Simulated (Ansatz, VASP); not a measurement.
**Two plane-wave programs on Co**

```
Co
1.0
     0.00000    1.68695    1.68695
     1.68695    0.00000    1.68695
     1.68695    1.68695    0.00000
Co
1
Direct
  0.00000 0.00000 0.00000
```

Alike in both runs: functional LDA; k mesh 8 × 8 × 8; occupations tetrahedron; no spin polarisation.

Ansatz relaxed the structure, and its values are those at the end. VASP's run is a single point on that final structure, the one shown.

```csv
,VASP,Ansatz
version,VASP 6.6.1,Ansatz 0.2.0
potentials or method,"VASP PAW LDA potentials, release 64 (Co_sv), cutoff 600 eV",PAW plane waves
valence electrons in the cell,17,17
```

|  | VASP | Ansatz | Ansatz less VASP |
| --- | --- | --- | --- |
| gap on the k mesh at the Fermi level (eV) | none | none | - |
| pressure (GPa) | -3.6 | 0.0 | +3.66 |

LDA's correlation is that of Perdew and Zunger in VASP and of Perdew and Wang (1992) in Ansatz. A gap of «none» marks a metal or a gap that the smearing closes. Ansatz's warnings: band table not solved further, forces under tetrahedra, tetrahedron derivatives may miss energy slope.

The k mesh is coarse, so the values compare programs but aren't converged.
